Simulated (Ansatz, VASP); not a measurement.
Two plane-wave programs on LiSb7

```
Li Sb
1.0
     7.43655    0.00000    0.00000
    -3.71827    6.44024    0.00000
     0.00000    0.00000    5.83978
Li Sb
1 7
Direct
  0.00000 0.00000 0.50000
  0.99951 0.49976 0.50000
  0.50024 0.49976 0.50000
  0.50024 0.00049 0.50000
  0.16212 0.32425 0.00000
  0.16212 0.83788 0.00000
  0.67575 0.83788 0.00000
  0.66667 0.33333 0.00000
```

Change from the starting cell: species swapped into the Mg7Zn type (P-6m2, No. 187).

Alike in both runs: task relaxation of cell and atoms; functional PBE; k mesh 3 × 3 × 4; occupations gaussian, width 0.1 eV; no spin polarisation.

|  | VASP | Ansatz |
| --- | --- | --- |
| version | VASP 6.6.1 | Ansatz 0.2.0 |
| potentials or method | VASP PAW PBE potentials, release 64 (Li_sv, Sb), cutoff 600 eV | scalar-relativistic, plane waves, PAW |
| valence electrons in the cell | 38 | 108 |

Ansatz gave:

```
gap on the k mesh at the Fermi level, each at its own relaxed structure (eV) : none
relaxed volume (Å³/atom)                                                     : 26.92
relaxed cell length with the largest relative difference (Å)                 : 5.528
```

What did VASP give for the same quantities?

gap on the k mesh at the Fermi level, each at its own relaxed structure (eV): none; relaxed volume (Å³/atom): 26.83; relaxed cell length with the largest relative difference (Å): 5.520.

A gap of «none» marks a metal or a gap that the smearing closes. VASP's potentials hold 38 valence electrons a cell and Ansatz's 108, so a difference there can come from the potentials and not from the codes.

Neither program's run includes spin-orbit coupling. Noted on VASP's run: the cutoff is short for stress, so the pressure is rough; the volume moved by over 15 % at a fixed basis, so the end points are rough.
